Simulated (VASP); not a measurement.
TeW, 2 atoms in the cell. It takes space group Fm-3m (No. 225, cubic). Conventional cell: a = 5.566 Å, b = 5.566 Å, c = 5.566 Å, α = 90.00°, β = 90.00°, γ = 90.00°. W (site symmetry m-3m) has 6 Te at 2.78 Å within 3.7 Å. Te (site symmetry m-3m) has 6 W at 2.78 Å within 3.7 Å. 

- Program: VASP 6.6.1
- Task: relaxation of cell and atoms
- Functional: PBEsol
- Potentials or basis: VASP PAW PBE potentials, release 64 (W_sv, Te)
- Cutoff: 600 eV
- k mesh: 14 × 14 × 14
- Occupations: gaussian, width 0.1 eV
- Spin: no spin polarisation
- Dipole correction: no
- Further INCAR settings: ALGO = Normal; EDIFF = 1e-06; IBRION = 2; EDIFFG = -0.01; NSW = 80; ISIF = 3

Potentials or basis: VASP PAW PBE potentials, release 64 (W_sv, Te).

Run with:

```console
$ cat potpaw_PBE.64/W_sv/POTCAR potpaw_PBE.64/Te/POTCAR > POTCAR
$ mpirun -np 1 vasp_std > vasp.out
```

Hardware: 1 thread of Intel(R) Xeon(R) 6975P-C (Granite Rapids) (shared host).

Question: Estimate the wall time of this run.

Answer: Wall time 50 s on 1 thread of Intel(R) Xeon(R) 6975P-C (Granite Rapids) (shared host), peak memory 0.24 GiB. Counts: scf iterations 28, k points 104, ion steps 3.
